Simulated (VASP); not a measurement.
# CdMo3 (Pm-3m) in VASP: single point with PBE

Aim: the single point of CdMo3 with PBE.

Program: VASP 6.6.1. These are calculated values, not measurements. Logs are shortened: lines on timing, memory, paths and dates and some standing lists are left out, and cuts for length are marked.

### 1 The cell of the first run

It takes space group Pm-3m (No. 221, cubic). The conventional cell has a = 4.233 Å, b = 4.233 Å, c = 4.233 Å, α = 90.00°, β = 90.00°, γ = 90.00°. Cd (site symmetry m-3m) has 12 Mo at 2.99 Å within 3.9 Å. Mo (site symmetry 4/mmm) has 4 Cd at 2.99 Å and 8 Mo at 2.99 Å within 3.9 Å.

### 2 Single point, PBE (Zn replaced by Cd, lengths x 1.023, strained)

INCAR

```
SYSTEM = CdMo3
PREC = Accurate ; ENCUT = 520
EDIFF = 1E-7 ; ISMEAR = 0
SIGMA = 0.1 ; LREAL = .FALSE.
LASPH = .TRUE. ; NELM = 60
ALGO = Normal ; ISIF = 2
LWAVE = .FALSE. ; LCHARG = .FALSE.
GGA = PE ; NBANDS = 35
```

KPOINTS

```
Automatic mesh
0
G
  4 4 4
  0 0 0
```

POSCAR

```
CdMo3
1.0
    4.2328860177      0.0000000000      0.0000000000
    0.0000000000      4.2328860177      0.0000000000
    0.0000000000      0.0000000000      4.2328860177
Cd Mo
1 3
Direct
    0.0000000000      0.0000000000      0.0000000000
    0.0000000000      0.5000000000      0.5000000000
    0.5000000000      0.0000000000      0.5000000000
    0.5000000000      0.5000000000      0.0000000000
```

Potentials or basis: VASP PAW PBE potentials, release 64 (Cd, Mo_sv).

Started as:

```sh
$ cat potpaw_PBE.64/Cd/POTCAR potpaw_PBE.64/Mo_sv/POTCAR > POTCAR
$ mpirun -np 1 vasp_std > vasp.out
```

OUTCAR:

```text
SYSTEM = CdMo3
   PREC = Accurate
   ENCUT = 520
   EDIFF = 1E-7
   ISMEAR = 0
   LREAL = .FALSE.
   LASPH = .TRUE.
   NELM = 60
   ISIF = 2
   GGA = PE

 ion  position               nearest neighbor table
   1  0.000  0.000  0.000-   2 2.99   3 2.99   4 2.99   2 2.99   3 2.99   2 2.99   4 2.99   2 2.99
                             3 2.99   4 2.99   3 2.99   4 2.99
   2  0.000  0.500  0.500-   1 2.99   3 2.99   4 2.99   1 2.99   4 2.99   1 2.99   3 2.99   1 2.99
                             3 2.99   4 2.99   4 2.99   3 2.99
   3  0.500  0.000  0.500-   1 2.99   2 2.99   4 2.99   1 2.99   4 2.99   2 2.99   4 2.99   4 2.99
                             1 2.99   2 2.99   1 2.99   2 2.99
   4  0.500  0.500  0.000-   1 2.99   2 2.99   3 2.99   2 2.99   3 2.99   1 2.99   3 2.99   3 2.99
                             1 2.99   2 2.99   2 2.99   1 2.99

  LATTYP: Found a simple cubic cell.
 ALAT       =     4.2328860177

  Lattice vectors:

 A1 = (   4.2328860177,   0.0000000000,   0.0000000000)
 A2 = (   0.0000000000,   4.2328860177,   0.0000000000)
 A3 = (   0.0000000000,   0.0000000000,   4.2328860177)

Analysis of symmetry for initial positions (statically):
=====================================================================
 Subroutine PRICEL returns:
 Original cell was already a primitive cell.

 Routine SETGRP: Setting up the symmetry group for a
 simple cubic supercell.

 Subroutine GETGRP returns: Found 48 space group operations
 (whereof 48 operations were pure point group operations)
 out of a pool of 48 trial point group operations.

The static configuration has the point symmetry O_h .

Analysis of symmetry for dynamics (positions and initial velocities):
=====================================================================
 Subroutine PRICEL returns:
 Original cell was already a primitive cell.

 Routine SETGRP: Setting up the symmetry group for a
 simple cubic supercell.

 Subroutine GETGRP returns: Found 48 space group operations
 (whereof 48 operations were pure point group operations)
 out of a pool of 48 trial point group operations.

The dynamic configuration has the point symmetry O_h .

 Subroutine INISYM returns: Found 48 space group operations
 (whereof 48 operations are pure point group operations),
 and found     1 'primitive' translations

----------------------------------------------------------------------------------------

                                     Primitive cell

  volume of cell :      75.8420

  direct lattice vectors                    reciprocal lattice vectors
     4.232886018  0.000000000  0.000000000     0.236245435  0.000000000  0.000000000
     0.000000000  4.232886018  0.000000000     0.000000000  0.236245435  0.000000000
     0.000000000  0.000000000  4.232886018     0.000000000  0.000000000  0.236245435

  length of vectors
     4.232886018  4.232886018  4.232886018     0.236245435  0.236245435  0.236245435

  position of ions in fractional coordinates (direct lattice)
     0.000000000  0.000000000  0.000000000
     0.000000000  0.500000000  0.500000000
     0.500000000  0.000000000  0.500000000
     0.500000000  0.500000000  0.000000000

  ion indices of the primitive-cell ions
   primitive index   ion index
                 1           1
                 2           2
                 3           3
                 4           4

----------------------------------------------------------------------------------------

 KPOINTS: Automatic mesh

Automatic generation of k-mesh.
 Grid dimensions read from file:
 generate k-points for:    4    4    4

 Generating k-lattice:

  Cartesian coordinates                     Fractional coordinates (reciprocal lattice)
     0.059061359  0.000000000  0.000000000     0.250000000  0.000000000  0.000000000
     0.000000000  0.059061359  0.000000000     0.000000000  0.250000000  0.000000000
     0.000000000  0.000000000  0.059061359     0.000000000  0.000000000  0.250000000

  Length of vectors
     0.059061359  0.059061359  0.059061359

  Shift w.r.t. Gamma in fractional coordinates (k-lattice)
     0.000000000  0.000000000  0.000000000

 Subroutine IBZKPT returns following result:
 ===========================================

 Found     10 irreducible k-points:

 Following reciprocal coordinates:
            Coordinates               Weight
  0.000000  0.000000  0.000000      1.000000
  0.250000  0.000000  0.000000      6.000000
  0.500000  0.000000  0.000000      3.000000
  0.250000  0.250000  0.000000     12.000000
  0.500000  0.250000  0.000000     12.000000
  0.500000  0.500000  0.000000      3.000000
  0.250000  0.250000  0.250000      8.000000
  0.500000  0.250000  0.250000     12.000000
  0.500000  0.500000  0.250000      6.000000
  0.500000  0.500000  0.500000      1.000000
   k-points           NKPTS =     10   k-points in BZ     NKDIM =     10   number of bands    NBANDS=     35
   number of dos      NEDOS =    301   number of ions     NIONS =      4
   total plane-waves  NPLWV =  32768
   dimension x,y,z NGX =    32 NGY =   32 NGZ =   32
   dimension x,y,z NGXF=    64 NGYF=   64 NGZF=   64
   ions per type =               1   3
   NGX,Y,Z   is equivalent  to a cutoff of  12.57, 12.57, 12.57 a.u.
   NGXF,Y,Z  is equivalent  to a cutoff of  25.14, 25.14, 25.14 a.u.
 SYSTEM =  CdMo3
   PREC   = accura    normal or accurate (medium, high low for compatibility)
   ISTART =      0    job   : 0-new  1-cont  2-samecut
   ICHARG =      2    charge: 1-file 2-atom 10-const
   ISPIN  =      1    spin polarized calculation?
   LNONCOLLINEAR =      F non collinear calculations
   LSORBIT =      F    spin-orbit coupling
   LASPH  =      T    aspherical Exc in radial PAW
   ENCUT  =  520.0 eV  38.22 Ry    6.18 a.u.   7.87  7.87  7.87*2*pi/ulx,y,z
   NELM   =     60;   NELMIN=  2; NELMDL= -5     # of ELM steps
   EDIFF  = 0.1E-06   stopping-criterion for ELM
   LREAL  =      F    real-space projection
   EDIFFG = 0.1E-05   stopping-criterion for IOM
   NSW    =      0    number of steps for IOM
   IBRION =     -1    ionic relax: 0-MD 1-quasi-New 2-CG
   NFREE  =      0    steps in history (QN), initial steepest desc. (CG)
   ISIF   =      2    stress and relaxation
   ISYM   =      2    0-nonsym 1-usesym 2-fastsym
   POTIM  = 0.5000    time-step for ionic-motion
   TEBEG  =    0.0;   TEEND  =   0.0 temperature during run
   PSTRESS=    0.0 pullay stress
   NELECT =      54.0000    total number of electrons
   NUPDOWN=      -1.0000    fix difference up-down
   EMIN   =  10.00;   EMAX   =-10.00  energy-range for DOS
   EFERMI =   0.00;   METHOD = LEGACY
   ISMEAR =     0;   SIGMA  =   0.10  broadening in eV -4-tet -1-fermi 0-gaus
   EFERMI_NEDOS =   21; number of points for ismear=-14 and -15
   IALGO  =     38    algorithm
   IMIX   =      4    mixing-type and parameters
     AMIX     =   0.40;   BMIX     =  1.00
     AMIX_MAG =   1.60;   BMIX_MAG =  1.00
  volume/ion in A,a.u.               =      18.96       127.95
  Fermi-wavevector in a.u.,A,eV,Ry     =   1.461850  2.762496 29.075728  2.137006
  Thomas-Fermi vector in A             =   2.578133
   LORBIT       =      0    0 simple, 1 ext, 2 COOP (PROOUT), +10 PAW based schemes
   GGA     = PE    functional components
   LHFCALC =     F    Hartree Fock is set to
   AEXX    =    0.0000 exact exchange contribution
   IVDW    =     0    specifies the selected vdW correction
   LEPSILON=     F    determine dielectric tensor
   LRPA    =     F    only Hartree local field effects (RPA)
 non-spin polarized calculation
 Gauss-broadening in eV      SIGMA  =   0.10
  energy-cutoff  :      520.00
  volume of cell :       75.84
 maximum number of plane-waves:      2064
 NGX is ok and might be reduce to    32
   NGX = 15   NGY = 15   NGZ = 15

 number of electron      54.0000024 magnetization

 Free energy of the ion-electron system (eV)
  ---------------------------------------------------
  ext. energy  EPLUGINS =         0.00000000
  ---------------------------------------------------
  free energy    TOTEN  =       -31.04327383 eV

  energy without entropy =      -31.03098519  energy(sigma->0) =      -31.03712951

 E-fermi :   7.9628     XC(G=0): -12.1827

 val. band max:        7.8344074733   @ k =   0.2500   0.2500   0.0000
 cond. band min:       8.0082486073   @ k =   0.5000   0.2500   0.0000
 fundamental gap:      0.1738411340
 Fermi energy:         7.9628346077

 k-point     1 :       0.0000    0.0000    0.0000
  band No.  band energies     occupation
      1     -53.1078      2.00000
      2     -52.9984      2.00000
      3     -52.9984      2.00000
      4     -27.3311      2.00000
      5     -27.3311      2.00000
      6     -27.3311      2.00000
[... 27 lines left out ...]
     34      11.3140      0.00000
     35      11.3140      0.00000

 k-point     2 :       0.2500    0.0000    0.0000
  band No.  band energies     occupation
      1     -53.0938      2.00000
      2     -53.0123      2.00000
      3     -52.9983      2.00000
      4     -27.2919      2.00000
      5     -27.2919      2.00000
      6     -27.2684      2.00000
[... 27 lines left out ...]
     34      11.3161      0.00000
     35      12.6758      0.00000

 k-point     3 :       0.5000    0.0000    0.0000
  band No.  band energies     occupation
      1     -53.0712      2.00000
      2     -53.0349      2.00000
      3     -52.9982      2.00000
      4     -27.2374      2.00000
      5     -27.2374      2.00000
      6     -27.1547      2.00000
[... 27 lines left out ...]
     34      11.3181      0.00000
     35      14.1976      0.00000
[... 191 lines left out ...]
 k-point     9 :       0.5000    0.5000    0.2500
  band No.  band energies     occupation
      1     -53.0345      2.00000
      2     -53.0344      2.00000
      3     -53.0344      2.00000
      4     -27.3633      2.00000
      5     -27.3244      2.00000
      6     -27.2596      2.00000
[... 27 lines left out ...]
     34      10.1610      0.00000
     35      11.5521      0.00000

 k-point    10 :       0.5000    0.5000    0.5000
  band No.  band energies     occupation
      1     -53.0343      2.00000
      2     -53.0343      2.00000
      3     -53.0343      2.00000
      4     -27.4432      2.00000
      5     -27.3230      2.00000
      6     -27.3230      2.00000
[... 27 lines left out ...]
     34      10.8409      0.00000
     35      10.8409      0.00000

------------------------ aborting loop because EDIFF is reached ----------------------------------------

  FORCE on cell =-STRESS in cart. coord.  units (eV):
  Direction    XX          YY          ZZ          XY          YZ          ZX
  --------------------------------------------------------------------------------------
  -------------------------------------------------------------------------------------
  Total       -9.5704280     -9.5704280     -9.5704280     -0.0000000     -0.0000000      0.0000000
  in kB     -202.1772199   -202.1772199   -202.1772199     -0.0000000     -0.0000000      0.0000000
  external PRESSURE =    -202.1772199 kB  Pullay stress =       0.0000000 kB

 VOLUME and BASIS-vectors are now :
 -----------------------------------------------------------------------------
  energy-cutoff  :      520.00
  volume of cell :       75.84
      direct lattice vectors                 reciprocal lattice vectors
     4.232886018  0.000000000  0.000000000     0.236245435  0.000000000  0.000000000
     0.000000000  4.232886018  0.000000000     0.000000000  0.236245435  0.000000000
     0.000000000  0.000000000  4.232886018     0.000000000  0.000000000  0.236245435

 POSITION                                       TOTAL-FORCE (eV/Angst)
 -----------------------------------------------------------------------------------
      0.00000      0.00000      0.00000         0.000000      0.000000      0.000000
      0.00000      2.11644      2.11644         0.000000      0.000000      0.000000
      2.11644      0.00000      2.11644         0.000000      0.000000      0.000000
      2.11644      2.11644      0.00000         0.000000      0.000000      0.000000
 -----------------------------------------------------------------------------------
    total drift:                                0.000000     -0.000000     -0.000000

  FREE ENERGIE OF THE ION-ELECTRON SYSTEM (eV)
  ---------------------------------------------------
  free  energy   TOTEN  =       -31.0432738335 eV

  energy  without entropy=      -31.0309851921  energy(sigma->0) =      -31.03712951
```

It took 50 s on 1 thread of Intel Xeon 8259CL, shared host; peak memory 0.18 GiB.

Results:

| Item | Value |
| --- | --- |
| Free energy | -31.0433 eV |
| Pressure | -20.2 GPa |
| Band gap on the k mesh | zero (bands 27 and 28 overlap by 1.32 eV) |

Caveat: the k points lie up to 0.37 Å⁻¹ apart, too coarse for converged energies and pressures of a metal; the cell differs from its parent crystal (Zn replaced by Cd, lengths x 1.023, strained).
